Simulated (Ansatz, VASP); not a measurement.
Ta: VASP beside Ansatz

File INCAR:

```
  PREC = Accurate
  ENCUT = 520
  EDIFF = 1E-6
  ISMEAR = 0
  SIGMA = 0.15
  LREAL = False
  LASPH = True
  NELM = 100
  ALGO = Fast
  ISIF = 2
  LWAVE = False
  LCHARG = False
  GGA = PE
  NBANDS = 12
```

The input KPOINTS:

```
Automatic mesh
0
Gamma
  18 18 18
```

File POSCAR:

```
Ta
1.0
   -1.8420267615      1.6594835689      1.5350223012
    1.8420267615     -1.6594835689      1.5350223012
    1.8420267615      1.6594835689     -1.5350223012
Ta
1
Direct
    0.0000000000      0.0000000000      0.0000000000
```

Input for Ansatz:

```yaml
crystal:
  lattice:
    - [-1.8420267615, 1.6594835689, 1.5350223012]
    - [1.8420267615, -1.6594835689, 1.5350223012]
    - [1.8420267615, 1.6594835689, -1.5350223012]
  atoms:
    - { symbol: Ta, position: [0.0, 0.0, 0.0] }
basis:
  ecutwfc: 420
kpoints:
  mp_grid: { grid: [18, 18, 18] }
hamiltonian:
  xc: pbe
  pseudopotentials: { kind: paw, azcp: { folder: soft_1 } }
scf:
  occupations: { method: gaussian, width: 0.15 }
output:
  forces: true
  stress: true
  eigenvalues: true
```

Change from the starting cell: normal strain along x +0.1100, normal strain along z -0.0750.

Alike in both runs: task single point; functional PBE; k mesh 18 × 18 × 18; occupations gaussian, width 0.15 eV; no spin polarisation.

```csv
,VASP,Ansatz
version,VASP 6.6.1,Ansatz 0.2.0
potentials or method,"VASP PAW PBE potentials, release 64 (Ta_pv), cutoff 520 eV","scalar-relativistic, plane waves, PAW"
valence electrons in the cell,11,13
```

Ansatz gave:

| Property | Result |
| --- | --- |
| gap on the k mesh at the Fermi level (eV) | none |
| pressure (GPa) | -2.9 |
| traceless stress, the component that is largest in VASP (GPa) | -7.26 |

Estimate VASP's values.

gap on the k mesh at the Fermi level (eV): none; pressure (GPa): -2.8; traceless stress, the component that is largest in VASP (GPa): -7.27.

A gap of «none» marks a metal or a gap that the smearing closes. VASP's potentials hold 11 valence electrons a cell and Ansatz's 13, so a difference there can come from the potentials and not from the codes.

Spin-orbit coupling is off throughout.
